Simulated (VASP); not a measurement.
# In2SnTe2 (P6mm) in VASP: notebook

Runs on In2SnTe2. Level: PBE. Tasks: single point, relaxation of cell and atoms.

Program: VASP 6.6.1. These are calculated values, not measurements. Logs are shortened: lines on timing, memory, paths and dates and some standing lists are left out, and cuts for length are marked.

### Step 1. The cell of the first run

Symmetry: P6mm, No. 183, hexagonal system. The conventional cell has a = 5.390 Å, b = 5.390 Å, c = 6.539 Å, α = 90.00°, β = 90.00°, γ = 120.00°. In (site symmetry 3m) has 3 In at 3.11 Å and 2 Te at 3.24 to 3.29 Å and 3 Sn at 3.47 Å within 4.1 Å. Within 4.6 Å of Sn (site symmetry 6mm) lie 6 In at 3.47 Å and 6 Te at 3.57 Å. Within 4.1 Å of Te (site symmetry 3m) lie 3 Te at 3.11 Å and 2 In at 3.24 to 3.29 Å and 3 Sn at 3.57 Å.

The cell was generated, and may not be a known phase.

### Step 2. Single point, PBE

The input, INCAR:

```
PREC     = Accurate       # precision mode
ENCUT    = 520            # plane-wave cutoff, eV
EDIFF    = 1E-6           # SCF threshold, eV
ISMEAR   = 0              # smearing method
SIGMA    = 0.1            # smearing width, eV
LREAL    = False          # projectors in reciprocal space
LASPH    = True           # aspherical terms in the spheres
NELM     = 100            # most SCF steps
ALGO     = Normal         # electronic algorithm
ISIF     = 2              # what is computed and relaxed
LWAVE    = False          # write WAVECAR
LCHARG   = False          # write CHGCAR
GGA      = PE             # functional
NBANDS   = 34             # bands
```

The input, KPOINTS:

```
Automatic mesh
0
Gamma
  6 6 2
```

The input, POSCAR:

```
In2SnTe2
1.0
    5.3903380990     -0.0000000032      0.0000000000
   -2.6951690467      4.6681697303      0.0000000000
    0.0000000000      0.0000000000      6.5390236585
In Sn Te
2 1 2
Direct
    0.3333333333      0.6666666667      0.4356633583
    0.6666666667      0.3333333333      0.4356633583
    0.0000000000      0.0000000000      0.2006153152
    0.3333333333      0.6666666667      0.9318295591
    0.6666666667      0.3333333333      0.9318295591
```

Potentials or basis: VASP PAW PBE potentials, release 64 (In_d, Sn_d, Te).

Run with:

```bash
> cat potpaw_PBE.64/In_d/POTCAR potpaw_PBE.64/Sn_d/POTCAR potpaw_PBE.64/Te/POTCAR > POTCAR
> mpirun -np 1 vasp_std > vasp.out
```

OUTCAR:

```text
PREC = Accurate
   ENCUT = 520
   EDIFF = 1E-6
   ISMEAR = 0
   LREAL = False
   LASPH = True
   NELM = 100
   ISIF = 2
   GGA = PE

 ion  position               nearest neighbor table
   1  0.333  0.667  0.436-   2 3.11   2 3.11   2 3.11   4 3.24   4 3.29   3 3.47   3 3.47   3 3.47

   2  0.667  0.333  0.436-   1 3.11   1 3.11   1 3.11   5 3.24   5 3.29   3 3.47   3 3.47   3 3.47

   3  0.000  0.000  0.201-   1 3.47   2 3.47   1 3.47   2 3.47   2 3.47   1 3.47   4 3.57   5 3.57
                             5 3.57   4 3.57   5 3.57   4 3.57
   4  0.333  0.667  0.932-   5 3.11   5 3.11   5 3.11   1 3.24   1 3.29   3 3.57   3 3.57   3 3.57

   5  0.667  0.333  0.932-   4 3.11   4 3.11   4 3.11   2 3.24   2 3.29   3 3.57   3 3.57   3 3.57

  LATTYP: Found a hexagonal cell.
 ALAT       =     5.3903380990
 C/A-ratio  =     1.2131008368

  Lattice vectors:

 A1 = (   5.3903380990,  -0.0000000032,   0.0000000000)
 A2 = (  -2.6951690467,   4.6681697303,   0.0000000000)
 A3 = (   0.0000000000,   0.0000000000,   6.5390236585)

Analysis of symmetry for initial positions (statically):
=====================================================================
 Subroutine PRICEL returns:
 Original cell was already a primitive cell.

 Routine SETGRP: Setting up the symmetry group for a
 hexagonal supercell.

 Subroutine GETGRP returns: Found 12 space group operations
 (whereof 12 operations were pure point group operations)
 out of a pool of 24 trial point group operations.

The static configuration has the point symmetry C_6v.

Analysis of symmetry for dynamics (positions and initial velocities):
=====================================================================
 Subroutine PRICEL returns:
 Original cell was already a primitive cell.

 Routine SETGRP: Setting up the symmetry group for a
 hexagonal supercell.

 Subroutine GETGRP returns: Found 12 space group operations
 (whereof 12 operations were pure point group operations)
 out of a pool of 24 trial point group operations.

The dynamic configuration has the point symmetry C_6v.

 Subroutine INISYM returns: Found 12 space group operations
 (whereof 12 operations are pure point group operations),
 and found     1 'primitive' translations

----------------------------------------------------------------------------------------

                                     Primitive cell

  volume of cell :     164.5415
[... 83 lines left out ...]
   NELM   =    100;   NELMIN=  2; NELMDL= -5     # of ELM steps
   EDIFF  = 0.1E-05   stopping-criterion for ELM
   LREAL  =      F    real-space projection
   EDIFFG = 0.1E-04   stopping-criterion for IOM
   NSW    =      0    number of steps for IOM
   IBRION =     -1    ionic relax: 0-MD 1-quasi-New 2-CG
   NFREE  =      0    steps in history (QN), initial steepest desc. (CG)
   ISIF   =      2    stress and relaxation
   ISYM   =      2    0-nonsym 1-usesym 2-fastsym
   POTIM  = 0.5000    time-step for ionic-motion
   TEBEG  =    0.0;   TEEND  =   0.0 temperature during run
   PSTRESS=    0.0 pullay stress
   NELECT =      52.0000    total number of electrons
   NUPDOWN=      -1.0000    fix difference up-down
   EMIN   =  10.00;   EMAX   =-10.00  energy-range for DOS
   EFERMI =   0.00;   METHOD = LEGACY
   ISMEAR =     0;   SIGMA  =   0.10  broadening in eV -4-tet -1-fermi 0-gaus
   EFERMI_NEDOS =   21; number of points for ismear=-14 and -15
   IALGO  =     38    algorithm
   IMIX   =      4    mixing-type and parameters
     AMIX     =   0.40;   BMIX     =  1.00
     AMIX_MAG =   1.60;   BMIX_MAG =  1.00
  volume/ion in A,a.u.               =      32.91       222.08
  Fermi-wavevector in a.u.,A,eV,Ry     =   1.115109  2.107251 16.918419  1.243469
  Thomas-Fermi vector in A             =   2.251711
   LORBIT       =      0    0 simple, 1 ext, 2 COOP (PROOUT), +10 PAW based schemes
   GGA     = PE    functional components
   LHFCALC =     F    Hartree Fock is set to
   AEXX    =    0.0000 exact exchange contribution
   IVDW    =     0    specifies the selected vdW correction
   LEPSILON=     F    determine dielectric tensor
   LRPA    =     F    only Hartree local field effects (RPA)
 non-spin polarized calculation
 Gauss-broadening in eV      SIGMA  =   0.10
  energy-cutoff  :      520.00
  volume of cell :      164.54
 maximum number of plane-waves:      4458
   NGX = 21   NGY = 21   NGZ = 25

 number of electron      51.9999987 magnetization

 Free energy of the ion-electron system (eV)
  ---------------------------------------------------
  ext. energy  EPLUGINS =         0.00000000
  ---------------------------------------------------
  free energy    TOTEN  =       -14.60841974 eV

  energy without entropy =      -14.59041437  energy(sigma->0) =      -14.59941706

 E-fermi :   5.7487     XC(G=0):  -9.1294

 val. band max:        5.7421890061   @ k =   0.0000   0.0000   0.5000
 cond. band min:       5.7772108214   @ k =   0.1667   0.1667   0.0000
 fundamental gap:      0.0350218153
 Fermi energy:         5.7486951490

 k-point     1 :       0.0000    0.0000    0.0000
  band No.  band energies     occupation
      1     -15.8496      2.00000
      2     -15.8425      2.00000
      3     -15.8425      2.00000
      4     -15.8273      2.00000
      5     -15.8273      2.00000
      6      -8.9208      2.00000
[... 507 lines left out ...]
     33      10.4521      0.00000
     34      11.3473      0.00000

------------------------ aborting loop because EDIFF is reached ----------------------------------------

  FORCE on cell =-STRESS in cart. coord.  units (eV):
  Direction    XX          YY          ZZ          XY          YZ          ZX
  --------------------------------------------------------------------------------------
  -------------------------------------------------------------------------------------
  Total       -0.1587089     -0.1587089     -0.2502171     -0.0000000      0.0000000     -0.0000000
  in kB       -1.5453837     -1.5453837     -2.4364197     -0.0000000      0.0000000     -0.0000000
  external PRESSURE =      -1.8423957 kB  Pullay stress =       0.0000000 kB

 VOLUME and BASIS-vectors are now :
 -----------------------------------------------------------------------------
  energy-cutoff  :      520.00
  volume of cell :      164.54
      direct lattice vectors                 reciprocal lattice vectors
     5.390338099 -0.000000003  0.000000000     0.185517120  0.107108359  0.000000000
    -2.695169047  4.668169730  0.000000000     0.000000000  0.214216718  0.000000000
     0.000000000  0.000000000  6.539023658     0.000000000  0.000000000  0.152928029

 POSITION                                       TOTAL-FORCE (eV/Angst)
 -----------------------------------------------------------------------------------
      0.00000      3.11211      2.84881        -0.000000      0.000000     -0.007396
      2.69517      1.55606      2.84881         0.000000     -0.000000     -0.007396
      0.00000      0.00000      1.31183        -0.000000     -0.000000      0.023339
      0.00000      3.11211      6.09326         0.000000     -0.000000     -0.004274
      2.69517      1.55606      6.09326        -0.000000      0.000000     -0.004274
 -----------------------------------------------------------------------------------
    total drift:                               -0.000000     -0.000000      0.000739

  FREE ENERGIE OF THE ION-ELECTRON SYSTEM (eV)
  ---------------------------------------------------
  free  energy   TOTEN  =       -14.6084197422 eV

  energy  without entropy=      -14.5904143688  energy(sigma->0) =      -14.59941706
```

OSZICAR:

```text
N       E                     dE             d eps       ncg     rms          rms(c)
DAV:   1     0.470294388233E+03    0.47029E+03   -0.23670E+04   952   0.174E+03
DAV:   2     0.461320674278E+02   -0.42416E+03   -0.41479E+03   960   0.448E+02
DAV:   3    -0.114835561626E+02   -0.57616E+02   -0.56449E+02  1180   0.172E+02
DAV:   4    -0.145294000961E+02   -0.30458E+01   -0.30273E+01  1126   0.404E+01
DAV:   5    -0.146688319920E+02   -0.13943E+00   -0.13941E+00  1456   0.839E+00    0.953E+00
DAV:   6    -0.146129056728E+02    0.55926E-01   -0.14191E-01  1232   0.365E+00    0.574E+00
DAV:   7    -0.146080051670E+02    0.49005E-02   -0.10706E-01  1142   0.246E+00    0.480E-01
DAV:   8    -0.146077946963E+02    0.21047E-03   -0.14421E-02  1096   0.101E+00    0.208E-01
DAV:   9    -0.146080974891E+02   -0.30279E-03   -0.15401E-03  1320   0.299E-01    0.110E-01
DAV:  10    -0.146083248742E+02   -0.22739E-03   -0.22104E-04  1168   0.665E-02    0.347E-02
DAV:  11    -0.146084004871E+02   -0.75613E-04   -0.69572E-05   982   0.280E-02    0.113E-02
DAV:  12    -0.146084137328E+02   -0.13246E-04   -0.14402E-05   944   0.174E-02    0.448E-03
DAV:  13    -0.146084193242E+02   -0.55914E-05   -0.87515E-06   876   0.989E-03    0.262E-03
DAV:  14    -0.146084197422E+02   -0.41804E-06   -0.51441E-07   800   0.388E-03
   1 F= -.14608420E+02 E0= -.14599417E+02  d E =-.180054E-01
```

stdout:

```text
POSCAR found type information on POSCAR InSnTe
 POSCAR found :  3 types and       5 ions
 scaLAPACK will be used
 LDA part: xc-table for (Slater+PW92), standard interpolation
 POSCAR, INCAR and KPOINTS ok, starting setup
 FFT: planning ... GRIDC
 FFT: planning ... GRID_SOFT
 FFT: planning ... GRID
 WAVECAR not read
 entering main loop
```

Run time: 45 s. Hardware: 1 thread of Intel Xeon 6975P-C (Granite Rapids), shared host; peak memory 0.3 GiB.

Results:

```
Free energy            : -14.6084 eV
Pressure               : -0.2 GPa
Largest force          : 0.023 eV/Å
Band gap on the k mesh : zero (bands 26 and 27 overlap by 0.45 eV)
```

Forces in eV/Å, atoms in the order of the input:
```
In   0.000  0.000 -0.007
In   0.000  0.000 -0.007
Sn   0.000  0.000  0.023
Te   0.000  0.000 -0.004
Te   0.000  0.000 -0.004
```

Caveat: the k points lie up to 0.48 Å⁻¹ apart; spin-orbit coupling is left out, which moves the levels of the heavy elements.

### Step 3. Single point, PBE

This run uses another cell than the first one, of 35.07 Å³/atom.

The input, INCAR:

```
PREC = Accurate
ENCUT = 520
EDIFF = 1E-7
ISMEAR = 0
SIGMA = 0.1
LREAL = False
LASPH = True
NELM = 80
ALGO = Normal
ISIF = 2
LWAVE = False
LCHARG = False
GGA = PE
NBANDS = 34
```

The input, KPOINTS:

```
regular mesh
0
Gamma
  6 6 2
```

The input, POSCAR:

```
In2SnTe2
1.0
    4.8196427500      0.0000000000      0.0000000000
   -2.4098213700      4.1739330600      0.0000000000
    0.0000000000      0.0000000000      8.7158713300
In Sn Te
2 1 2
Direct
    0.3333333300      0.6666666700      0.5218095300
    0.6666666700      0.3333333300      0.5218095300
    0.0000000000      0.0000000000      0.2244569500
    0.3333333300      0.6666666700      0.8337625700
    0.6666666700      0.3333333300      0.8337625700
```

Potentials or basis: VASP PAW PBE potentials, release 64 (In_d, Sn_d, Te).

Run with:

```bash
> cat potpaw_PBE.64/In_d/POTCAR potpaw_PBE.64/Sn_d/POTCAR potpaw_PBE.64/Te/POTCAR > POTCAR
> mpirun -np 1 vasp_std > vasp.out
```

OUTCAR:

```text
PREC = Accurate
   ENCUT = 520
   EDIFF = 1E-7
   ISMEAR = 0
   LREAL = False
   LASPH = True
   NELM = 80
   ISIF = 2
   GGA = PE

 ion  position               nearest neighbor table
   1  0.333  0.667  0.522-   4 2.72   2 2.78   2 2.78   2 2.78   3 3.80   3 3.80   3 3.80
   2  0.667  0.333  0.522-   5 2.72   1 2.78   1 2.78   1 2.78   3 3.80   3 3.80   3 3.80
   3  0.000  0.000  0.224-   1 3.80   2 3.80   1 3.80   2 3.80   2 3.80   1 3.80
   4  0.333  0.667  0.834-   1 2.72   5 2.78   5 2.78   5 2.78
   5  0.667  0.333  0.834-   2 2.72   4 2.78   4 2.78   4 2.78

[... 710 lines left out ...]
  -------------------------------------------------------------------------------------
  Total        8.7175360      8.7175360      4.7042443      0.0000000     -0.0000000      0.0000000
  in kB       79.6586961     79.6586962     42.9862258      0.0000001     -0.0000000      0.0000000
  external PRESSURE =      67.4345394 kB  Pullay stress =       0.0000000 kB

 VOLUME and BASIS-vectors are now :
 -----------------------------------------------------------------------------
  energy-cutoff  :      520.00
  volume of cell :      175.34
      direct lattice vectors                 reciprocal lattice vectors
     4.819642750  0.000000000  0.000000000     0.207484258  0.119791092  0.000000000
    -2.409821370  4.173933060  0.000000000     0.000000000  0.239582184  0.000000000
     0.000000000  0.000000000  8.715871330     0.000000000  0.000000000  0.114733222

 POSITION                                       TOTAL-FORCE (eV/Angst)
 -----------------------------------------------------------------------------------
     -0.00000      2.78262      4.54802        -0.000000     -0.000000     -2.441034
      2.40982      1.39131      4.54802         0.000000      0.000000     -2.441034
      0.00000      0.00000      1.95634        -0.000000      0.000000      0.796709
     -0.00000      2.78262      7.26697         0.000000      0.000000      2.042680
      2.40982      1.39131      7.26697         0.000000     -0.000000      2.042680
 -----------------------------------------------------------------------------------
    total drift:                                0.000000      0.000000     -0.000292

  FREE ENERGIE OF THE ION-ELECTRON SYSTEM (eV)
  ---------------------------------------------------
  free  energy   TOTEN  =       -11.8747501638 eV

  energy  without entropy=      -11.8542606969  energy(sigma->0) =      -11.86450543
```

OSZICAR:

```text
N       E                     dE             d eps       ncg     rms          rms(c)
DAV:   1     0.478103879861E+03    0.47810E+03   -0.23807E+04   952   0.173E+03
DAV:   2     0.500150226457E+02   -0.42809E+03   -0.41907E+03   952   0.440E+02
DAV:   3    -0.915811322506E+01   -0.59173E+02   -0.58113E+02  1182   0.174E+02
DAV:   4    -0.121639646335E+02   -0.30059E+01   -0.29906E+01  1124   0.411E+01
DAV:   5    -0.123023932084E+02   -0.13843E+00   -0.13819E+00  1424   0.849E+00    0.154E+01
DAV:   6    -0.119000066562E+02    0.40239E+00   -0.89462E-01  1106   0.489E+00    0.912E+00
DAV:   7    -0.118791939327E+02    0.20813E-01   -0.33048E-01  1144   0.398E+00    0.227E+00
DAV:   8    -0.118774081501E+02    0.17858E-02   -0.73009E-02  1418   0.137E+00    0.437E-01
DAV:   9    -0.118746455699E+02    0.27626E-02   -0.20845E-02  1366   0.948E-01    0.369E-01
DAV:  10    -0.118748212725E+02   -0.17570E-03   -0.34424E-03  1358   0.466E-01    0.166E-01
DAV:  11    -0.118747546423E+02    0.66630E-04   -0.85422E-04  1390   0.181E-01    0.447E-02
DAV:  12    -0.118747447234E+02    0.99189E-05   -0.11652E-04  1176   0.913E-02    0.307E-02
DAV:  13    -0.118747495484E+02   -0.48250E-05   -0.15274E-05  1192   0.183E-02    0.862E-03
DAV:  14    -0.118747503095E+02   -0.76106E-06   -0.15701E-06  1276   0.664E-03    0.538E-03
DAV:  15    -0.118747502015E+02    0.10799E-06   -0.87529E-07   848   0.371E-03    0.150E-03
DAV:  16    -0.118747501638E+02    0.37661E-07   -0.78355E-08   676   0.147E-03
   1 F= -.11874750E+02 E0= -.11864505E+02  d E =-.204895E-01
```

stdout:

```text
POSCAR found type information on POSCAR InSnTe
 POSCAR found :  3 types and       5 ions
 scaLAPACK will be used
 LDA part: xc-table for (Slater+PW92), standard interpolation
 POSCAR, INCAR and KPOINTS ok, starting setup
 FFT: planning ... GRIDC
 FFT: planning ... GRID_SOFT
 FFT: planning ... GRID
 WAVECAR not read
 entering main loop
```

Run time: 55 s. Hardware: 1 thread of Intel Xeon 6975P-C (Granite Rapids), shared host; peak memory 0.33 GiB.

Results:

* Free energy: -11.8748 eV
* Pressure: 6.7 GPa
* Largest force: 2.441 eV/Å
* Band gap on the k mesh: zero (bands 26 and 27 overlap by 1.12 eV)

Forces in eV/Å, atoms in the order of the input:
```
In   0.000  0.000 -2.441
In   0.000  0.000 -2.441
Sn   0.000  0.000  0.797
Te   0.000  0.000  2.043
Te   0.000  0.000  2.043
```

Stress tensor (GPa, compression positive):
```
7.97 0.00 0.00
0.00 7.97 0.00
0.00 0.00 4.30
```

Levels at points of the mesh, in eV from the Fermi level:
| k point | band 24 | band 25 | band 26 | band 27 | band 28 | band 29 |
| --- | --- | --- | --- | --- | --- | --- |
| (0.00, 0.00, 0.00) | -0.71 | -0.71 | -0.59 | 0.65 | 0.65 | 1.17 |
| (0.50, 0.00, 0.00) | -1.70 | -1.00 | 0.09 | 0.15 | 0.94 | 1.51 |
| (0.00, 0.00, 0.50) | -0.67 | -0.67 | 0.62 | 0.62 | 1.02 | 1.02 |
| (0.50, 0.00, 0.50) | -1.97 | -1.13 | -1.10 | 0.81 | 1.31 | 1.53 |

Caveat: the k points lie up to 0.36 Å⁻¹ apart, too coarse for converged energies and pressures of a metal; spin-orbit coupling is left out, which moves the levels of the heavy elements; forces of over 1 eV/Å act on the atoms, so gaps and moduli don't describe the material at rest.

(Continued in part 2 of 2.)

The gap in the log of VASP goes by the Fermi energy; the results here count the filled bands.